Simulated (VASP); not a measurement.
Crystal: Fe.

```xyz
1
Lattice="-1.4430 1.4430 1.4430 1.4430 -1.4430 1.4430 1.4430 1.4430 -1.4430" Properties=species:S:1:pos:R:3 pbc="T T T"
Fe    0.0000    0.0000    0.0000
```

Program: VASP 6.6.1. Alike in all runs: task single point; potentials or basis VASP PAW PBE potentials, release 64 (Fe_sv); spin collinear, ferromagnetic start; cell as given.

Order these runs on this cell by their pressure, lowest first.
A. level PBE; fixed moment (μB) 4.5; k mesh 11 × 11 × 11; cutoff (eV) 600; smearing fermi-dirac 0.05 eV
B. level PBEsol+D3(BJ); k mesh 13 × 13 × 13; cutoff (eV) 690; smearing methfessel-paxton 0.1 eV
C. level PBE; k mesh 13 × 13 × 13; cutoff (eV) 690; smearing gaussian 0.017 eV

B (-23.3 GPa), C (-11.0 GPa), A (80.3 GPa).

Caveats: the cell stands under tension (at least some runs); the cell stands under pressure (at least some runs); the total moment is fixed, so each spin has its own Fermi level and the state may be an excited one (at least some runs); the PAW data sets were made with another functional, which shifts forces and pressure a little (at least some runs).
